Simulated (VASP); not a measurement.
The system is Tl.

```
Tl
1.0
     0.00000    2.16500    2.16500
     2.16500    0.00000    2.16500
     2.16500    2.16500    0.00000
Tl
1
Direct
  0.00000 0.00000 0.00000
```

This isn't the form of Tl at room conditions, which is hcp.

Base run:

| Property | Result |
| --- | --- |
| Program | VASP 6.6.1 |
| Functional | PBE |
| Potentials or basis | VASP PAW PBE potentials, release 64 (Tl_d) |
| Cutoff | 520 eV |
| k mesh | 10 × 10 × 10 |
| Occupations | fermi-dirac, width 0.05 eV |
| Spin | no spin polarisation |

Its results: band gap on the k mesh zero (an odd number of electrons rules out a gap without spin polarisation); pressure 37.1 GPa.

After a change of settings the same cell gave: band gap on the k mesh zero (an odd number of electrons rules out a gap without spin polarisation); pressure 39.5 GPa. Which change was it?
A. k mesh from 10 × 10 × 10 to 20 × 20 × 20; further incar settings from ALGO = Normal; EDIFF = 1e-07; NBANDS = 12 to ALGO = Normal; EDIFF = 1e-08; NBANDS = 12
B. further incar settings from ALGO = Normal; EDIFF = 1e-07; NBANDS = 12 to ALGO = Normal; EDIFF = 1e-08; NBANDS = 12
C. k mesh from 10 × 10 × 10 to 7 × 7 × 7; further incar settings from ALGO = Normal; EDIFF = 1e-07; NBANDS = 12 to ALGO = Normal; EDIFF = 1e-08; NBANDS = 12
D. k mesh from 10 × 10 × 10 to 4 × 4 × 4

D.

Caveats: some runs use coarse meshes; spin-orbit coupling is left out, which moves the levels of the heavy elements; the cell stands under pressure (at least some runs).
